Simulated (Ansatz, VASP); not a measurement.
## TiC in VASP and in Ansatz

File INCAR:

```
PREC = Accurate
ENCUT = 520
EDIFF = 1E-8
ISMEAR = -1
SIGMA = 0.03
LREAL = False
LASPH = True
NELM = 80
ALGO = Normal
ISIF = 2
LWAVE = False
LCHARG = False
GGA = PS
LEFG = True
NBANDS = 15
```

The input KPOINTS:

```
regular mesh
0
Gamma
  14 14 14
```

The input POSCAR:

```
TiC
1.0
    0.0000000000      2.1640000000      2.1207200000
    2.1640000000      0.0000000000      2.1207200000
    2.1640000000      2.1640000000      0.0000000000
Ti C
1 1
Direct
    0.0000000000      0.0000000000      0.0000000000
    0.5000000000      0.5000000000      0.5000000000
```

Input for Ansatz:

```yaml
crystal:
  lattice:
    - [0.0, 2.164, 2.12072]
    - [2.164, 0.0, 2.12072]
    - [2.164, 2.164, 0.0]
  atoms:
    - { symbol: Ti, position: [0.0, 0.0, 0.0] }
    - { symbol: C, position: [0.5, 0.5, 0.5] }
kpoints:
  mp_grid: { grid: [14, 14, 14] }
scf:
  occupations: { method: fermi_dirac, width: 0.03 }
hamiltonian:
  xc: pbesol
  pseudopotentials: { kind: all_electron, datasets: crystal }
output:
  forces: true
  stress: true
  eigenvalues: true
  efg: { contact_densities: true }
```

Change from the starting cell: zz strain of -2 %, crystal datasets.

Alike in both runs: task electric field gradients; functional PBEsol; k mesh 14 × 14 × 14; occupations fermi-dirac, width 0.03 eV; no spin polarisation.

```csv
,VASP,Ansatz
version,VASP 6.6.1,Ansatz 0.2.0
potentials or method,"VASP PAW PBE potentials, release 64 (Ti_sv, C), cutoff 520 eV","all-electron PAW with datasets made for the crystal, scalar-relativistic"
```

|  | VASP | Ansatz | Ansatz less VASP |
| --- | --- | --- | --- |
| pressure (GPa) | -0.6 | -0.9 | -0.29 |
| traceless stress, the component that is largest in VASP (GPa) | 5.83 | 5.81 | -0.019 |
| size of Vzz on the site where it differs most (V/Å²) | 16.1 | 16.9 | +0.81 |

VASP's potentials were made for PBE, not for PBEsol. Ansatz ran all-electron here, and VASP with PAW potentials. Ansatz's warnings: printed levels off.
